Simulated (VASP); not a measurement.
**KBr: single point with r2SCAN0+D3(BJ)**

KBr:

```
CELL_PARAMETERS angstrom
0.00000 3.30000 3.30000
3.30000 0.00000 3.30000
3.30000 3.30000 0.00000
ATOMIC_POSITIONS crystal
Br 0.50000 0.50000 0.50000
K 0.00000 0.00000 0.00000
```

```json
{
 "Program": "VASP 6.6.1",
 "Task": "single point",
 "Functional": "r2SCAN0",
 "Dispersion": "D3(BJ)",
 "Potentials or basis": "VASP PAW PBE potentials, release 64 (Br, K_sv)",
 "Cutoff": "440 eV",
 "k mesh": "5 × 5 × 5",
 "Occupations": "gaussian, width 0.1 eV",
 "Spin": "no spin polarisation",
 "Dipole correction": "no",
 "Grid for exact exchange (PRECFOCK)": "Normal",
 "Further INCAR settings": "ALGO = Normal; EDIFF = 1e-06; NBANDS = 15",
 "Share of exact exchange": "0.25"
}
```

| Item | Value |
| --- | --- |
| Pressure | -0.6 GPa |
| Band gap on the k mesh | 6.66 eV |
| Dispersion energy per atom | -0.130 eV |

Levels at points of the mesh, in eV from the valence-band top:
| k point | band 4 | band 5 | band 6 | band 7 | band 8 | band 9 | band 10 | band 11 | band 12 | band 13 |
| --- | --- | --- | --- | --- | --- | --- | --- | --- | --- | --- |
| (0.00, 0.00, 0.00) | -12.33 | -12.33 | 0.00 | 0.00 | 0.00 | 6.66 | 10.09 | 10.09 | 10.09 | 11.18 |

Wall time 11 min on 1 thread of Intel(R) Xeon(R) Platinum 8488C (Sapphire Rapids), on a shared host, peak memory 0.2 GiB.

Caveat: the PAW data sets were made with another functional, which shifts forces and pressure a little.
